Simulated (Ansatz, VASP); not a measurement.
## One calculation of Pb, two programs

```
CELL_PARAMETERS angstrom
1.86294 1.07557 9.00350
-1.86294 1.07557 9.00350
0.00000 -2.15114 9.00350
ATOMIC_POSITIONS crystal
Pb 0.00000 0.00000 0.00000
Pb 0.22222 0.22222 0.22222
Pb 0.77778 0.77778 0.77778
```

Alike in both runs: task single point; functional r2SCAN; k mesh 6 × 6 × 6; occupations gaussian, width 0.1 eV; no spin polarisation.

|  | VASP | Ansatz |
| --- | --- | --- |
| version | VASP 6.6.1 | Ansatz 0.2.0 |
| potentials or method | VASP PAW PBE potentials, release 64 (Pb_d), cutoff 520 eV | scalar-relativistic, plane waves, PAW |
| valence electrons in the cell | 42 | 42 |

|  | VASP | Ansatz | Ansatz less VASP |
| --- | --- | --- | --- |
| gap on the k mesh at the Fermi level (eV) | none | none | - |
| pressure (GPa) | -4.3 | -4.3 | +0.03 |
| traceless stress, the component that is largest in VASP (GPa) | 0.43 | 0.42 | -0.008 |
| rms of the force components (eV/Å) | 0.122 | 0.122 | +0.0004 |

VASP's potentials were made for PBE, not for r2SCAN. Atom by atom the forces differ by 0.000 eV/Å (rms over components). A gap of «none» marks a metal or a gap that the smearing closes.

Neither program's run includes spin-orbit coupling.
